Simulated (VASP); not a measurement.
Wanted: the native input for a VASP 6.6.1 run.

```yaml
Task: single point
Functional: PBE
Potentials_or_basis: VASP PAW PBE potentials, release 64 (Ir, Rh_pv)
Cutoff: 520 eV
k_mesh: 4 × 4 × 4
Occupations: gaussian, width 0.1 eV
Spin: no spin polarisation
Dipole_correction: no
Further_INCAR_settings: ALGO = Fast; EDIFF = 1e-06; NBANDS = 62
```

The structure of Ir4Rh lies in POSCAR:

```
Ir4Rh
1.0
    6.8583190000     -2.3769650000      0.0000000000
    6.8583190000      2.3769650000      0.0000000000
    0.0000000000      0.0000000000      4.4341790000
Ir Rh
8 2
Direct
    0.8649550000      0.5345600000      0.7500000000
    0.0668590000      0.7333770000      0.7500000000
    0.2666230000      0.9331410000      0.7500000000
    0.4654400000      0.1350450000      0.7500000000
    0.1350450000      0.4654400000      0.2500000000
    0.5345600000      0.8649550000      0.2500000000
    0.7333770000      0.0668590000      0.2500000000
    0.9331410000      0.2666230000      0.2500000000
    0.6681720000      0.3318280000      0.7500000000
    0.3318280000      0.6681720000      0.2500000000
```

The input as run:

INCAR

```
SYSTEM = Ir4Rh
PREC     = Accurate       ! precision mode
ENCUT    = 520            ! plane-wave cutoff, eV
EDIFF    = 1E-6           ! SCF threshold, eV
ISMEAR   = 0              ! smearing method
SIGMA    = 0.1            ! smearing width, eV
LREAL    = .FALSE.        ! projectors in reciprocal space
LASPH    = .TRUE.         ! aspherical terms in the spheres
NELM     = 60             ! most SCF steps
ALGO     = Fast           ! electronic algorithm
ISIF     = 2              ! what is computed and relaxed
LWAVE    = .FALSE.        ! write WAVECAR
LCHARG   = .FALSE.        ! write CHGCAR
GGA      = PE             ! functional
NBANDS   = 62             ! bands
```

KPOINTS

```
regular mesh
0
G
  4 4 4
  0 0 0
```

Potentials or basis: VASP PAW PBE potentials, release 64 (Ir, Rh_pv).

Command:

```bash
$ cat potpaw_PBE.64/Ir/POTCAR potpaw_PBE.64/Rh_pv/POTCAR > POTCAR
$ mpirun -np 1 vasp_std > vasp.out
```

Results of the run:

```json
{"Pressure": "0.1 GPa", "Largest force": "0.101 eV/Å", "Band gap on the k mesh": "zero (bands 51 and 52 overlap by 0.66 eV)"}
```

Caveat: spin-orbit coupling is left out, which moves the levels of the heavy elements.

Run time: 10 min on 1 thread of Intel Xeon 8259CL, with other jobs on the host, peak memory 0.4 GiB.
